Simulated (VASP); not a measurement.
## W: single point with PBE

System: W, a slab with vacuum.

```
W
1.0
     2.87085    0.00000    0.00000
     1.43543    2.48623    0.00000
     0.00000    0.00000   16.68808
W
3
Direct
  0.00000 0.00000 0.35954
  0.33333 0.33333 0.50000
  0.66667 0.66667 0.64046
```

```json
{"Program": "VASP 6.6.1", "Task": "single point", "Functional": "PBE", "Potentials or basis": "VASP PAW PBE potentials, release 64 (W_sv)", "Cutoff": "520 eV", "k mesh": "7 × 7 × 1", "Occupations": "methfessel-paxton, width 0.1 eV", "Spin": "no spin polarisation", "Dipole correction": "yes", "Further INCAR settings": "ALGO = Normal; EDIFF = 1e-06; NBANDS = 28"}
```

| Item | Value |
| --- | --- |
| Largest force | 0.100 eV/Å |
| Band gap on the k mesh | zero (bands 21 and 22 overlap by 1.02 eV) |

Forces in eV/Å, atoms in the order of the input:
```
W    0.000  0.000  0.100
W    0.000  0.000  0.000
W    0.000  0.000 -0.100
```

Levels at points of the mesh, in eV from the Fermi level:
```tsv
k point	band 18	band 19	band 20	band 21	band 22	band 23	band 24	band 25
(0.00, 0.00, 0.00)	-0.62	-0.62	-0.51	-0.25	-0.25	0.01	0.01	0.45
```

It took 49 s on 1 thread of Intel(R) Xeon(R) Platinum 8259CL CPU @ 2.50GHz (Skylake/Cascade Lake), with other jobs on the host, peak memory 0.24 GiB.

Caveat: the k points lie up to 0.36 Å⁻¹ apart, too coarse for converged energies and pressures of a metal; spin-orbit coupling is left out, which moves the levels of the heavy elements.
